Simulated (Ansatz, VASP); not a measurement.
# Ba3Ir: VASP beside Ansatz

INCAR

```
SYSTEM = Ba3Ir
PREC     = Accurate       ! precision mode
ENCUT    = 520            ! plane-wave cutoff, eV
EDIFF    = 1E-6           ! SCF threshold, eV
ISMEAR   = 0              ! smearing method
SIGMA    = 0.1            ! smearing width, eV
LREAL    = .False.        ! projectors in reciprocal space
LASPH    = .True.         ! aspherical terms in the spheres
NELM     = 100            ! most SCF steps
ALGO     = Normal         ! electronic algorithm
ISIF     = 2              ! what is computed and relaxed
LWAVE    = .False.        ! write WAVECAR
LCHARG   = .False.        ! write CHGCAR
GGA      = PE             ! functional
NBANDS   = 28             ! bands
```

The input KPOINTS:

```
regular mesh
0
Gamma
  6 6 6
  0 0 0
```

File POSCAR:

```
Ba3Ir
1.0
   -2.4219007728      2.4219007728      5.4099601679
    2.4219007728     -2.4219007728      5.4099601679
    2.4219007728      2.4219007728     -5.4099601679
Ba Ir
3 1
Direct
    0.5000000000      0.5000000000      0.0000000000
    0.2500000000      0.7500000000      0.5000000000
    0.7500000000      0.2500000000      0.5000000000
    0.0000000000      0.0000000000      0.0000000000
```

Input for Ansatz:

```yaml
crystal:
  lattice:
    - [-2.4219007728, 2.4219007728, 5.4099601679]
    - [2.4219007728, -2.4219007728, 5.4099601679]
    - [2.4219007728, 2.4219007728, -5.4099601679]
  atoms:
    - { symbol: Ba, position: [0.5, 0.5, 0.0] }
    - { symbol: Ba, position: [0.25, 0.75, 0.5] }
    - { symbol: Ba, position: [0.75, 0.25, 0.5] }
    - { symbol: Ir, position: [0.0, 0.0, 0.0] }
basis:
  ecutwfc: 420
kpoints:
  mp_grid: { grid: [6, 6, 6] }
hamiltonian:
  xc: pbe
scf:
  occupations: { method: gaussian, width: 0.1 }
  lower_state_search: "off"
output:
  forces: true
  stress: true
  eigenvalues: true
```

Alike in both runs: task single point; functional PBE; k mesh 6 × 6 × 6; occupations gaussian, width 0.1 eV; no spin polarisation.

|  | VASP | Ansatz |
| --- | --- | --- |
| version | VASP 6.6.1 | Ansatz 0.2.0 |
| potentials or method | VASP PAW PBE potentials, release 64 (Ba_sv, Ir), cutoff 520 eV | scalar-relativistic, plane waves, PAW |
| valence electrons in the cell | 39 | 47 |

```csv
,VASP,Ansatz,Ansatz less VASP
gap on the k mesh at the Fermi level (eV),none,none,-
pressure (GPa),2.9,1.6,-1.34
"traceless stress, the component that is largest in VASP (GPa)",-0.40,-0.25,+0.148
```

A gap of «none» marks a metal or a gap that the smearing closes. VASP's potentials hold 39 valence electrons a cell and Ansatz's 47, so a difference there can come from the potentials and not from the codes.

Neither program's run includes spin-orbit coupling.
